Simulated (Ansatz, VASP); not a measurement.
**Two plane-wave programs on NaS6**

```
Na S
1.0
     6.31006    0.00000    0.00000
     0.00000    6.31006    0.00000
     0.00000    0.00000    6.31006
Na S
1 6
Direct
  0.00000 0.00000 0.00000
  0.15536 0.50000 0.50000
  0.50000 0.15536 0.50000
  0.84464 0.50000 0.50000
  0.50000 0.84464 0.50000
  0.50000 0.50000 0.15536
  0.50000 0.50000 0.84464
```

Change from the starting cell: species swapped into the YbB6 type (Pm-3m, No. 221).

Alike in both runs: functional PBE; k mesh 4 × 4 × 4; occupations gaussian, width 0.1 eV; no spin polarisation.

Ansatz relaxed the structure, and its values are those at the end. VASP's run is a single point on that final structure, the one shown.

|  | VASP | Ansatz |
| --- | --- | --- |
| version | VASP 6.6.1 | Ansatz 0.2.0 |
| potentials or method | VASP PAW PBE potentials, release 64 (Na_pv, S), cutoff 520 eV | scalar-relativistic, plane waves, PAW |
| valence electrons in the cell | 43 | 45 |

VASP gave:

```
gap on the k mesh at the Fermi level (eV) : none
pressure (GPa)                            : 0.1
rms of the force components (eV/Å)        : 0.122
```

**Question.** Which values does Ansatz return?

**Answer.** gap on the k mesh at the Fermi level (eV): none; pressure (GPa): 0.3; rms of the force components (eV/Å): 0.017.

A gap of «none» marks a metal or a gap that the smearing closes. VASP's potentials hold 43 valence electrons a cell and Ansatz's 45, so a difference there can come from the potentials and not from the codes.
